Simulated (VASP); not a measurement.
# CoO (I4/mmm) in VASP: further runs

Runs on CoO. Level: PBEsol+U. Tasks: single point.

All numbers are computed with VASP 6.6.1; they aren't measurements. Logs are shortened: lines on timing, memory, paths and dates and some standing lists are left out, and cuts for length are marked.

## 1. The cell of the first run

The structure is tetragonal, space group I4/mmm (No. 139). The conventional cell has a = 3.016 Å, b = 3.016 Å, c = 4.215 Å, α = 90.00°, β = 90.00°, γ = 90.00°. Within 2.8 Å of Co (site symmetry 4/mmm) lie 6 O at 2.11 to 2.13 Å. Within 2.8 Å of O (site symmetry 4/mmm) lie 6 Co at 2.11 to 2.13 Å.

## 2. Single point, PBEsol+U, collinear spin, antiferromagnetic start

File INCAR:

```
PREC = Accurate
ENCUT = 600
EDIFF = 1E-6
ISMEAR = 0
SIGMA = 0.05
LREAL = F
LASPH = T
NELM = 200
ALGO = Normal
ISIF = 2
LWAVE = F
LCHARG = T
ISPIN = 2
MAGMOM = 2.8 -2.8 0 0
LORBIT = 11
LMAXMIX = 4
LDAU = T
LDAUTYPE = 2
LDAUL = 2 -1
LDAUU = 4 0
LDAUJ = 0 0
LDAUPRINT = 1
GGA = PS
LELF = T
LVHAR = T
NBANDS = 27
GGA_COMPAT = F
```

File KPOINTS:

```
regular mesh
0
Gamma
  9 9 9
```

File POSCAR:

```
CoO
1.0
   -1.5080004400      1.5080004400      2.1072503600
    3.0160008800     -3.0160008800      4.2145007200
    1.5080004400      1.5080004400     -2.1072503600
Co O
2 2
Direct
    0.0000000000      0.0000000000      0.0000000000
    0.0000000000      0.5000000000      0.0000000000
    0.5000000000      0.2500000000      0.0000000000
    0.5000000000      0.7500000000      0.0000000000
```

Potentials or basis: VASP PAW PBE potentials, release 64 (Co, O).

Launch:

```sh
> cat potpaw_PBE.64/Co/POTCAR potpaw_PBE.64/O/POTCAR > POTCAR
> mpirun -np 1 vasp_std > vasp.out
```

OUTCAR:

```text
PREC = Accurate
   ENCUT = 600
   EDIFF = 1E-6
   ISMEAR = 0
   LREAL = F
   LASPH = T
   NELM = 200
   ISIF = 2
   ISPIN = 2
   LORBIT = 11
   GGA = PS

 ion  position               nearest neighbor table
   1  0.000  0.000  0.000-   3 2.11   4 2.11   4 2.13   3 2.13   3 2.13   4 2.13   2 3.00   2 3.00
                             2 3.00   2 3.00   2 3.02   2 3.02
   2  0.000  0.500  0.000-   4 2.11   3 2.11   4 2.13   3 2.13   4 2.13   3 2.13   1 3.00   1 3.00
                             1 3.00   1 3.00   1 3.02   1 3.02
   3  0.500  0.250  0.000-   2 2.11   1 2.11   2 2.13   1 2.13   2 2.13   1 2.13
   4  0.500  0.750  0.000-   1 2.11   2 2.11   2 2.13   1 2.13   1 2.13   2 2.13

  LATTYP: Found a base centered monoclinic cell.
 ALAT       =     5.1824972385
 B/A-ratio  =     0.5819589941
 C/A-ratio  =     1.0000000000
 COS(beta)  =    -0.3226474583

  Lattice vectors:

 A1 = (   1.5080004400,  -1.5080004400,  -2.1072503600)
 A2 = (   1.5080004400,   1.5080004400,  -2.1072503600)
 A3 = (   3.0160008800,   0.0000000000,   4.2145007200)

Analysis of symmetry for initial positions (statically):
=====================================================================
 Subroutine PRICEL returns following result:

  LATTYP: Found a body centered tetragonal cell.
 ALAT       =     3.0160008800
 C/A-ratio  =     1.3973804676
[... 12 lines left out ...]
 Subroutine GETGRP returns: Found  4 space group operations
 (whereof  4 operations were pure point group operations)
 out of a pool of  4 trial point group operations.

The static configuration has the point symmetry C_2h.

Analysis of symmetry for dynamics (positions and initial velocities):
=====================================================================
 Subroutine PRICEL returns following result:

  LATTYP: Found a body centered tetragonal cell.
 ALAT       =     3.0160008800
 C/A-ratio  =     1.3973804676
[... 12 lines left out ...]
 Subroutine GETGRP returns: Found  4 space group operations
 (whereof  4 operations were pure point group operations)
 out of a pool of  4 trial point group operations.

The dynamic configuration has the point symmetry C_2h.

Analysis of structural, dynamic, and magnetic symmetry:
=====================================================================
 Subroutine PRICEL returns following result:

  LATTYP: Found a body centered tetragonal cell.
 ALAT       =     3.0160008800
 C/A-ratio  =     1.3973804676
[... 12 lines left out ...]
 Subroutine GETGRP returns: Found  4 space group operations
 (whereof  4 operations were pure point group operations)
 out of a pool of  4 trial point group operations.

The overall configuration has the point symmetry C_2h.

 Subroutine INISYM returns: Found  4 space group operations
 (whereof  4 operations are pure point group operations),
 and found     2 'primitive' translations

----------------------------------------------------------------------------------------

                                     Primitive cell

  volume of cell :      19.1681

  direct lattice vectors                    reciprocal lattice vectors
    -1.508000440  1.508000440  2.107250360     0.000000000  0.331564890  0.237276030
     1.508000440 -1.508000440  2.107250360     0.331564890  0.000000000  0.237276030
     1.508000440  1.508000440 -2.107250360     0.331564890  0.331564890  0.000000000

  length of vectors
     2.998105191  2.998105191  2.998105191     0.407719500  0.407719500  0.468903564

  position of ions in fractional coordinates (direct lattice)
     0.000000000  0.000000000  0.000000000
     0.500000000  0.500000000  0.000000000

  ion indices of the primitive-cell ions
   primitive index   ion index
                 1           1
                 2           3

----------------------------------------------------------------------------------------

 KPOINTS: regular mesh

[... 84 lines left out ...]
   IALGO  =     38    algorithm
   IMIX   =      4    mixing-type and parameters
     AMIX     =   0.40;   BMIX     =  1.00
     AMIX_MAG =   1.60;   BMIX_MAG =  1.00
  volume/ion in A,a.u.               =       9.58        64.68
  Fermi-wavevector in a.u.,A,eV,Ry     =   1.508617  2.850872 30.965828  2.275924
  Thomas-Fermi vector in A             =   2.619047
   LORBIT       =     11    0 simple, 1 ext, 2 COOP (PROOUT), +10 PAW based schemes
 LDA+U is selected, type is set to LDAUTYPE =  2
   angular momentum for each species LDAUL =     2   -1
   U (eV)           for each species LDAUU =   4.0  0.0
   J (eV)           for each species LDAUJ =   0.0  0.0
   GGA     = PS    functional components
   LHFCALC =     F    Hartree Fock is set to
   AEXX    =    0.0000 exact exchange contribution
   IVDW    =     0    specifies the selected vdW correction
   LEPSILON=     F    determine dielectric tensor
   LRPA    =     F    only Hartree local field effects (RPA)
 spin polarized calculation
 Gauss-broadening in eV      SIGMA  =   0.05
  energy-cutoff  :      600.00
  volume of cell :       38.34
 maximum number of plane-waves:      1296
   NGX = 11   NGY = 23   NGZ = 11

 number of electron      30.0000011 magnetization      -0.0000000

atom =   1  type =  1  l = 2

 onsite density matrix

spin component  1

  1.0053  0.0005 -0.0000  0.0000 -0.0000
  0.0005  0.9712  0.0000 -0.0000 -0.0000
 -0.0000  0.0000  1.0102  0.0003 -0.0006
  0.0000 -0.0000  0.0003  0.9709  0.0005
 -0.0000 -0.0000 -0.0006  0.0005  0.9681

spin component  2

  0.1509  0.0841 -0.0000  0.0000 -0.0000
  0.0841  0.4877  0.0000  0.0000 -0.0000
 -0.0000  0.0000  0.1718  0.0578  0.0252
  0.0000  0.0000  0.0578  0.5399 -0.1360
 -0.0000 -0.0000  0.0252 -0.1360  0.9150

 occupancies and eigenvectors

  o =  0.1311  v =  0.0000  0.0000  0.0000  0.0000  0.0000  0.9733 -0.2294  0.0000 -0.0000 -0.0000      0.0000  0.0000  0.0000  0.0000  0.0000  0.0000  0.0000  0.0000  0.0000  0.0000
  o =  0.1600  v =  0.0000  0.0000  0.0000  0.0000  0.0000 -0.0000  0.0000  0.9829 -0.1725 -0.0639      0.0000  0.0000  0.0000  0.0000  0.0000  0.0000  0.0000  0.0000  0.0000  0.0000
  o =  0.5075  v =  0.0000  0.0000  0.0000  0.0000  0.0000 -0.2294 -0.9733  0.0000  0.0000  0.0000      0.0000  0.0000  0.0000  0.0000  0.0000  0.0000  0.0000  0.0000  0.0000  0.0000
  o =  0.5076  v =  0.0000  0.0000  0.0000  0.0000  0.0000  0.0000  0.0000  0.1838  0.9358  0.3009      0.0000  0.0000  0.0000  0.0000  0.0000  0.0000  0.0000  0.0000  0.0000  0.0000
  o =  0.9591  v =  0.0000  0.0000  0.0000  0.0000  0.0000 -0.0000 -0.0000  0.0079 -0.3075  0.9515      0.0000  0.0000  0.0000  0.0000  0.0000  0.0000  0.0000  0.0000  0.0000  0.0000
  o =  0.9680  v =  0.0000  0.0000  0.0144 -0.1739  0.9847  0.0000  0.0000  0.0000  0.0000  0.0000      0.0000  0.0000  0.0000  0.0000  0.0000  0.0000  0.0000  0.0000  0.0000  0.0000
  o =  0.9710  v =  0.0000 -0.0000  0.0054 -0.9847 -0.1740  0.0000  0.0000  0.0000  0.0000  0.0000      0.0000  0.0000  0.0000  0.0000  0.0000  0.0000  0.0000  0.0000  0.0000  0.0000
  o =  0.9712  v = -0.0136  0.9999  0.0000 -0.0000 -0.0000  0.0000  0.0000  0.0000  0.0000  0.0000      0.0000  0.0000  0.0000  0.0000  0.0000  0.0000  0.0000  0.0000  0.0000  0.0000
  o =  1.0053  v = -0.9999 -0.0136 -0.0000 -0.0000  0.0000  0.0000  0.0000  0.0000  0.0000  0.0000      0.0000  0.0000  0.0000  0.0000  0.0000  0.0000  0.0000  0.0000  0.0000  0.0000
  o =  1.0102  v =  0.0000 -0.0000 -0.9999 -0.0079  0.0132  0.0000  0.0000  0.0000  0.0000  0.0000      0.0000  0.0000  0.0000  0.0000  0.0000  0.0000  0.0000  0.0000  0.0000  0.0000

atom =   2  type =  1  l = 2

 onsite density matrix

spin component  1

  0.1509  0.0841 -0.0000  0.0000  0.0000
  0.0841  0.4877 -0.0000  0.0000  0.0000
 -0.0000 -0.0000  0.1718  0.0578  0.0252
  0.0000  0.0000  0.0578  0.5399 -0.1360
  0.0000  0.0000  0.0252 -0.1360  0.9150

spin component  2

  1.0053  0.0005 -0.0000  0.0000 -0.0000
  0.0005  0.9712  0.0000 -0.0000 -0.0000
 -0.0000  0.0000  1.0102  0.0003 -0.0006
  0.0000 -0.0000  0.0003  0.9709  0.0005
 -0.0000 -0.0000 -0.0006  0.0005  0.9681

 occupancies and eigenvectors

  o =  0.1311  v =  0.9733 -0.2294  0.0000 -0.0000 -0.0000  0.0000  0.0000  0.0000  0.0000  0.0000      0.0000  0.0000  0.0000  0.0000  0.0000  0.0000  0.0000  0.0000  0.0000  0.0000
  o =  0.1600  v = -0.0000  0.0000  0.9829 -0.1725 -0.0639  0.0000  0.0000  0.0000  0.0000  0.0000      0.0000  0.0000  0.0000  0.0000  0.0000  0.0000  0.0000  0.0000  0.0000  0.0000
  o =  0.5075  v = -0.2294 -0.9733  0.0000  0.0000  0.0000  0.0000  0.0000  0.0000  0.0000  0.0000      0.0000  0.0000  0.0000  0.0000  0.0000  0.0000  0.0000  0.0000  0.0000  0.0000
  o =  0.5076  v =  0.0000  0.0000  0.1838  0.9358  0.3009  0.0000  0.0000  0.0000  0.0000  0.0000      0.0000  0.0000  0.0000  0.0000  0.0000  0.0000  0.0000  0.0000  0.0000  0.0000
  o =  0.9591  v = -0.0000 -0.0000  0.0079 -0.3075  0.9515  0.0000  0.0000  0.0000  0.0000  0.0000      0.0000  0.0000  0.0000  0.0000  0.0000  0.0000  0.0000  0.0000  0.0000  0.0000
  o =  0.9680  v =  0.0000  0.0000  0.0000  0.0000  0.0000  0.0000  0.0000  0.0144 -0.1739  0.9847      0.0000  0.0000  0.0000  0.0000  0.0000  0.0000  0.0000  0.0000  0.0000  0.0000
  o =  0.9710  v =  0.0000  0.0000  0.0000  0.0000  0.0000  0.0000 -0.0000  0.0054 -0.9847 -0.1740      0.0000  0.0000  0.0000  0.0000  0.0000  0.0000  0.0000  0.0000  0.0000  0.0000
  o =  0.9712  v =  0.0000  0.0000  0.0000  0.0000  0.0000 -0.0136  0.9999  0.0000 -0.0000 -0.0000      0.0000  0.0000  0.0000  0.0000  0.0000  0.0000  0.0000  0.0000  0.0000  0.0000
  o =  1.0053  v =  0.0000  0.0000  0.0000  0.0000  0.0000 -0.9999 -0.0136 -0.0000 -0.0000  0.0000      0.0000  0.0000  0.0000  0.0000  0.0000  0.0000  0.0000  0.0000  0.0000  0.0000
  o =  1.0102  v =  0.0000  0.0000  0.0000  0.0000  0.0000  0.0000 -0.0000 -0.9999 -0.0079  0.0132      0.0000  0.0000  0.0000  0.0000  0.0000  0.0000  0.0000  0.0000  0.0000  0.0000

 number of electron      30.0000011 magnetization       0.0000000

 Free energy of the ion-electron system (eV)
  ---------------------------------------------------
  ext. energy  EPLUGINS =         0.00000000
  ---------------------------------------------------
  free energy    TOTEN  =       -24.22312205 eV

  energy without entropy =      -24.21845033  energy(sigma->0) =      -24.22078619

 E-fermi :   7.7117     XC(G=0): -12.6820

 val. band max:        7.7095493014   @ k =  -0.2222  -0.3333   0.2222
 cond. band min:       7.7120552038   @ k =  -0.2222   0.1111  -0.0000
 fundamental gap:      0.0025059024
 Fermi energy:         7.7116955738

 spin component 1

 k-point     1 :       0.0000    0.0000    0.0000
  band No.  band energies     occupation
      1     -11.9999      1.00000
      2     -10.6789      1.00000
      3      -0.3365      1.00000
      4       1.1470      1.00000
      5       1.3768      1.00000
      6       3.0063      1.00000
[... 1433 lines left out ...]
     26      24.6411      0.00000
     27      27.2199      0.00000

 [... further k-points ...]

------------------------ aborting loop because EDIFF is reached ----------------------------------------

  FORCE on cell =-STRESS in cart. coord.  units (eV):
  Direction    XX          YY          ZZ          XY          YZ          ZX
  --------------------------------------------------------------------------------------
  -------------------------------------------------------------------------------------
  Total       -2.0617442     -2.0927357     -3.4277058      0.0000000      0.0000000      1.3885463
  in kB      -86.1660730    -87.4612972   -143.2534420      0.0000000      0.0000000     58.0312444
  external PRESSURE =    -105.6269374 kB  Pullay stress =       0.0000000 kB

 VOLUME and BASIS-vectors are now :
 -----------------------------------------------------------------------------
  energy-cutoff  :      600.00
  volume of cell :       38.34
      direct lattice vectors                 reciprocal lattice vectors
    -1.508000440  1.508000440  2.107250360     0.000000000  0.331564890  0.237276030
     3.016000880 -3.016000880  4.214500720     0.165782445  0.000000000  0.118638015
     1.508000440  1.508000440 -2.107250360     0.331564890  0.331564890  0.000000000

 POSITION                                       TOTAL-FORCE (eV/Angst)
 -----------------------------------------------------------------------------------
      0.00000      0.00000      0.00000         0.000000      0.000000     -0.000000
      1.50800     -1.50800      2.10725         0.000000      0.000000      0.000000
      0.00000      0.00000      2.10725        -0.000000      0.000000     -0.000000
      1.50800     -1.50800      4.21450         0.000000     -0.000000      0.000000
 -----------------------------------------------------------------------------------
    total drift:                               -0.000000      0.000000     -0.000000

  FREE ENERGIE OF THE ION-ELECTRON SYSTEM (eV)
  ---------------------------------------------------
  free  energy   TOTEN  =       -24.2231220505 eV

  energy  without entropy=      -24.2184503256  energy(sigma->0) =      -24.22078619

 total charge

# of ion       s       p       d       tot
------------------------------------------
    1        0.303   0.372   7.165   7.841
    2        0.303   0.372   7.165   7.841
    3        1.545   3.424   0.000   4.969
    4        1.545   3.424   0.000   4.969
--------------------------------------------------
tot          3.697   7.592  14.331  25.621

 magnetization (x)

# of ion       s       p       d       tot
------------------------------------------
    1        0.001  -0.001   2.659   2.659
    2       -0.001   0.001  -2.659  -2.659
    3        0.000   0.000   0.000   0.000
    4        0.000   0.000   0.000   0.000
--------------------------------------------------
tot          0.000   0.000   0.000   0.000
```

It took 30 min on 1 thread of Intel Xeon 8259CL, shared host; peak memory 0.48 GiB.

Results:

- Free energy: -24.2231 eV
- Pressure: -10.6 GPa
- Band gap on the k mesh: zero (filled and empty bands overlap)
- Net moment: 0.00 μB per cell
- Site moments: Co +2.66, -2.66; O +0.00 μB
- Valence electrons inside the program's atomic spheres: Co 7.84; O 4.97

Eigenvalues of the final occupation matrices:
```csv
site,spin,trace,eigenvalues
site 1 d,1,4.93,0.97 0.97 0.97 1.01 1.01
site 1 d,2,2.27,0.13 0.16 0.51 0.51 0.96
site 2 d,1,2.27,0.13 0.16 0.51 0.51 0.96
site 2 d,2,4.93,0.97 0.97 0.97 1.01 1.01
```

Caveat: the cell stands under tension; the PAW data sets were made with another functional, which shifts forces and pressure a little.

## 3. Single point, PBEsol+U, collinear spin, antiferromagnetic start

File INCAR:

```
PREC     = Accurate       # precision mode
ENCUT    = 600            # plane-wave cutoff, eV
EDIFF    = 1E-6           # SCF threshold, eV
ISMEAR   = 0              # smearing method
SIGMA    = 0.05           # smearing width, eV
LREAL    = False          # projectors in reciprocal space
LASPH    = True           # aspherical terms in the spheres
NELM     = 200            # most SCF steps
ALGO     = Normal         # electronic algorithm
ISIF     = 2              # what is computed and relaxed
LWAVE    = False          # write WAVECAR
LCHARG   = False          # write CHGCAR
ISPIN    = 2              # spin polarisation
MAGMOM   = 2.78 -2.78 0 0 # initial moments
LORBIT   = 11             # projections on sites
LMAXMIX  = 4              # l up to which the mixer works
LDAU     = True           # DFT+U
LDAUTYPE = 2            
LDAUL    = 2 -1           # shell
LDAUU    = 4 0            # U, eV
LDAUJ    = 0 0          
LDAUPRINT= 1            
GGA      = PS             # functional
NBANDS   = 27             # bands
GGA_COMPAT= False
```

KPOINTS is that of step 2.

POSCAR is that of step 2.

Potentials or basis: VASP PAW PBE potentials, release 64 (Co, O).

Launch:

```sh
> cat potpaw_PBE.64/Co/POTCAR potpaw_PBE.64/O/POTCAR > POTCAR
> mpirun -np 1 vasp_std > vasp.out
```

Run time: 36 min. Hardware: 1 thread of Intel Xeon 8259CL, shared host; peak memory 0.48 GiB.

Results (log left out):

```yaml
Free_energy: -25.6103 eV
Pressure: -5.4 GPa
Band_gap_on_the_k_mesh: 2.39 eV
Net_moment: 0.00 μB per cell
Site_moments: Co +2.67, -2.67; O +0.00 μB
Valence_electrons_inside_the_program's_atomic_spheres: Co 7.84; O 4.98
```

Stress tensor (GPa, compression positive):
```
-6.47  0.00 -0.53
 0.00 -5.52  0.00
-0.53  0.00 -4.27
```

Levels at points of the mesh, in eV from the valence-band top:
Spin up:
| k point | band 11 | band 12 | band 13 | band 14 | band 15 | band 16 | band 17 | band 18 | band 19 | band 20 |
| --- | --- | --- | --- | --- | --- | --- | --- | --- | --- | --- |
| (0.00, 0.00, 0.00) | -1.56 | -1.54 | -1.47 | -1.17 | -1.10 | 2.39 | 2.71 | 3.93 | 3.96 | 6.16 |
Spin down:
```tsv
k point	band 13	band 14	band 15	band 16	band 17	band 18
(0.00, 0.00, 0.00)	-1.47	-1.17	-1.10	2.39	2.71	3.93
```

Eigenvalues of the final occupation matrices:
```csv
site,spin,trace,eigenvalues
site 1 d,1,4.93,0.97 0.97 0.97 1.01 1.01
site 1 d,2,2.26,0.04 0.14 0.15 0.96 0.96
site 2 d,1,2.26,0.04 0.14 0.15 0.96 0.96
site 2 d,2,4.93,0.97 0.97 0.97 1.01 1.01
```

Caveat: the cell stands under tension; the PAW data sets were made with another functional, which shifts forces and pressure a little; an odd mesh through Γ misses points on the zone boundary, where band edges can lie. The state reached can hang on the start; a lower one may exist.

(Part 1 of 2 ends here.)
